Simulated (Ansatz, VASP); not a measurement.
## Two plane-wave programs on Sc3H2Cl

INCAR

```
  PREC = Accurate
  ENCUT = 520
  EDIFF = 1E-7
  ISMEAR = 0
  SIGMA = 0.1
  LREAL = False
  LASPH = True
  NELM = 150
  ALGO = Normal
  ISIF = 2
  LWAVE = False
  LCHARG = False
  ISPIN = 2
  MAGMOM = 1 1 1 0 0 0
  LORBIT = 11
  LMAXMIX = 4
  GGA = PE
  NBANDS = 34
```

File KPOINTS:

```
regular mesh
0
Gamma
  3 3 6
```

Contents of POSCAR:

```
Sc3H2Cl
1.0
    5.9919507922      0.0000000000      0.0000000000
   -2.9959753961      5.1891816042      0.0000000000
    0.0000000000      0.0000000000      3.0851964129
Sc H Cl
3 2 1
Direct
    0.5000000000      0.5000000000      0.5000000000
    0.0000000000      0.5000000000      0.5000000000
    0.5000000000      0.0000000000      0.5000000000
    0.3333333333      0.6666666667      0.0000000000
    0.6666666667      0.3333333333      0.0000000000
    0.0000000000      0.0000000000      0.0000000000
```

Input for Ansatz:

```yaml
crystal:
  lattice:
    - [5.9919507922, 0.0, 0.0]
    - [-2.9959753961, 5.1891816042, 0.0]
    - [0.0, 0.0, 3.0851964129]
  atoms:
    - { symbol: Sc, position: [0.5, 0.5, 0.5], spin: 1.0 }
    - { symbol: Sc, position: [0.0, 0.5, 0.5], spin: 1.0 }
    - { symbol: Sc, position: [0.5, 0.0, 0.5], spin: 1.0 }
    - { symbol: H, position: [0.3333333333, 0.6666666667, 0.0] }
    - { symbol: H, position: [0.6666666667, 0.3333333333, 0.0] }
    - { symbol: Cl, position: [0.0, 0.0, 0.0] }
basis:
  ecutwfc: 420
kpoints:
  mp_grid: { grid: [3, 3, 6] }
hamiltonian:
  xc: pbe
scf:
  occupations: { method: gaussian, width: 0.1 }
  lower_state_search: "off"
output:
  forces: true
  stress: true
  eigenvalues: true
  populations: true
magnetization:
  spin_polarized: true
```

Change from the starting cell: species swapped into the CeGa3Pd2 type (P6/mmm, No. 191).

Alike in both runs: task single point; functional PBE; k mesh 3 × 3 × 6; occupations gaussian, width 0.1 eV; collinear spin.

|  | VASP | Ansatz |
| --- | --- | --- |
| version | VASP 6.6.1 | Ansatz 0.2.0 |
| potentials or method | VASP PAW PBE potentials, release 64 (Sc_sv, H, Cl), cutoff 520 eV | scalar-relativistic, plane waves, PAW |
| valence electrons in the cell | 42 | 42 |

|  | VASP | Ansatz | Ansatz less VASP |
| --- | --- | --- | --- |
| gap on the k mesh at the Fermi level (eV) | none | none | - |
| pressure (GPa) | 0.0 | -0.1 | -0.04 |
| traceless stress, the component that is largest in VASP (GPa) | 0.35 | 0.36 | +0.011 |
| net moment per atom (μB) | 0.32 | 0.32 | -0.001 |
| size of the moment on the site where the two differ most (μB) | 0.46 | 0.31 | -0.146 |

Site moments also hang on the region over which each program counts them. A gap of «none» marks a metal or a gap that the smearing closes.

The k mesh is coarse, so the values compare programs but aren't converged.
